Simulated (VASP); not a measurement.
Set up this calculation in VASP 6.6.1, as the native input.

| Quantity | Value |
| --- | --- |
| Task | single point |
| Functional | r2SCAN |
| Potentials or basis | VASP PAW PBE potentials, release 64 (Hg, Te) |
| Cutoff | 520 eV |
| k mesh | 14 × 14 × 14 |
| Occupations | gaussian, width 0.15 eV |
| Spin | no spin polarisation |
| Dipole correction | no |
| Further INCAR settings | ALGO = Normal; EDIFF = 1e-06; NBANDS = 16 |

Crystal: HgTe.

```xyz
2
Lattice="0.0000 3.3202 3.3202 3.3202 0.0000 3.3202 3.3202 3.3202 0.0000" Properties=species:S:1:pos:R:3 pbc="T T T"
Hg    0.0000    0.0000    0.0000
Te    4.9803    4.9803    4.9803
```

This cell differs from its parent crystal: strain +0.030 along x and y, +0.030 along z.

One way to write it, as run:

POSCAR

```
HgTe
1.0
    0.0000000000      3.3202050000      3.3202050000
    3.3202050000      0.0000000000      3.3202050000
    3.3202050000      3.3202050000      0.0000000000
Hg Te
1 1
Direct
    0.0000000000      0.0000000000      0.0000000000
    0.7500000000      0.7500000000      0.7500000000
```

INCAR.step1

```
PREC     = Accurate       # precision mode
ENCUT    = 520            # plane-wave cutoff, eV
ISMEAR   = 0              # smearing method
SIGMA    = 0.15           # smearing width, eV
LREAL    = False          # projectors in reciprocal space
LASPH    = True           # aspherical terms in the spheres
NELM     = 100            # most SCF steps
NBANDS   = 16             # bands
GGA      = PE             # functional
ALGO     = Normal         # electronic algorithm
EDIFF    = 1E-4           # SCF threshold, eV
LWAVE    = True           # write WAVECAR
LCHARG   = False          # write CHGCAR
```

INCAR.step2

```
PREC     = Accurate       # precision mode
ENCUT    = 520            # plane-wave cutoff, eV
EDIFF    = 1E-6           # SCF threshold, eV
ISMEAR   = 0              # smearing method
SIGMA    = 0.15           # smearing width, eV
LREAL    = False          # projectors in reciprocal space
LASPH    = True           # aspherical terms in the spheres
NELM     = 100            # most SCF steps
ALGO     = Normal         # electronic algorithm
ISIF     = 2              # what is computed and relaxed
LWAVE    = False          # write WAVECAR
LCHARG   = False          # write CHGCAR
METAGGA  = R2SCAN         # meta-GGA
LMIXTAU  = True         
NBANDS   = 16             # bands
ISTART   = 1
```

KPOINTS

```
regular mesh
0
Gamma
  14 14 14
```

Potentials or basis: VASP PAW PBE potentials, release 64 (Hg, Te).

The run is started by

```bash
$ cat potpaw_PBE.64/Hg/POTCAR potpaw_PBE.64/Te/POTCAR > POTCAR
$ cp INCAR.step1 INCAR
$ mpirun -np 1 vasp_std > vasp.out
$ cp INCAR.step2 INCAR
$ mpirun -np 1 vasp_std > vasp.out
```

It gave:

- Pressure: -1.1 GPa
- Band gap on the k mesh: zero (filled and empty bands touch)

Caveat: the cell differs from its parent crystal (strain +0.030 along x and y, +0.030 along z); the PAW data sets were made with another functional, which shifts forces and pressure a little; spin-orbit coupling is left out, which moves the levels of the heavy elements.

Run time: 5.2 min on 1 thread of Intel(R) Xeon(R) Platinum 8488C (Sapphire Rapids), on a shared host, peak memory 0.3 GiB.
